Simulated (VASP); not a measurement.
Crystal: Sn.

```
Sn
1.0
    -1.89114    1.89779    1.87320
     1.89711   -1.92154    1.90292
     1.88324    1.91364   -1.89694
Sn
1
Direct
  0.00000 0.00000 0.00000
```

| Quantity | Value |
| --- | --- |
| Program | VASP 6.6.1 |
| Task | relaxation of cell and atoms |
| Functional | BLYP |
| Dispersion | D4 |
| Potentials or basis | VASP PAW PBE potentials, release 64 (Sn_d) |
| Cutoff | 600 eV |
| k mesh | 10 × 10 × 10 |
| Occupations | fermi-dirac, width 0.05 eV |
| Spin | no spin polarisation |

At the start: pressure 1.1 GPa; volume 27.20 Å³/atom.

Problem. How do energy, volume and symmetry change on relaxing?

Solution. Over 57 steps the energy falls by 27.5 meV/atom and the volume is 28.06 Å³/atom (+3.1 %); space group Im-3m (No. 229, to 0.1 Å) before, I4/mmm (No. 139, to 0.1 Å).

Step by step:
| step | energy change (eV) | largest force (eV/Å) | pressure (GPa) | volume (Å³) |
| --- | --- | --- | --- | --- |
| 1 | 0.0000 | 0.0000 | 1.08 | 27.20 |
| 3 | -0.0027 | 0.0000 | -0.10 | 27.97 |
| 5 | -0.0068 | 0.0000 | -0.30 | 28.12 |
| 7 | -0.0120 | 0.0000 | -0.64 | 28.40 |
| 9 | -0.0128 | 0.0000 | -0.59 | 28.33 |
| 11 | -0.0140 | 0.0000 | 0.02 | 28.03 |
| 13 | -0.0186 | 0.0000 | 0.08 | 27.95 |
| 15 | -0.0228 | 0.0000 | 0.45 | 27.73 |
| 17 | -0.0234 | 0.0000 | -0.01 | 28.02 |
| 19 | -0.0232 | 0.0000 | -0.28 | 28.22 |
| 21 | -0.0234 | 0.0000 | -0.24 | 28.10 |
| 23 | -0.0237 | 0.0000 | -0.18 | 28.10 |
| 25 | -0.0239 | 0.0000 | 0.09 | 27.93 |
| 27 | -0.0239 | 0.0000 | 0.03 | 27.98 |
| 29 | -0.0240 | 0.0000 | 0.04 | 27.97 |
| 31 | -0.0241 | 0.0000 | 0.02 | 27.99 |
| 33 | -0.0241 | 0.0000 | 0.01 | 27.99 |
| 35 | -0.0243 | 0.0000 | 0.00 | 28.01 |
| 37 | -0.0257 | 0.0000 | 0.02 | 28.07 |
| 39 | -0.0262 | 0.0000 | -0.02 | 28.09 |
| 41 | -0.0263 | 0.0000 | -0.04 | 28.10 |
| 43 | -0.0267 | 0.0000 | 0.01 | 28.07 |
| 45 | -0.0274 | 0.0000 | -0.04 | 28.09 |
| 47 | -0.0275 | 0.0000 | 0.02 | 28.03 |
| 49 | -0.0275 | 0.0000 | 0.13 | 27.97 |
| 51 | -0.0275 | 0.0000 | 0.03 | 28.03 |
| 53 | -0.0275 | 0.0000 | 0.09 | 28.04 |
| 55 | -0.0275 | 0.0000 | -0.17 | 28.11 |
| 57 | -0.0275 | 0.0000 | 0.00 | 28.06 |

Final structure:
```
Sn
1.0
    -1.66021    2.34395    1.66938
     1.80418   -2.34924    1.79667
     1.66060    2.33737   -1.64862
Sn
1
Cartesian
  0.0000 0.0000 0.0000
```

Caveat: the PAW data sets were made with another functional, which shifts forces and pressure a little.
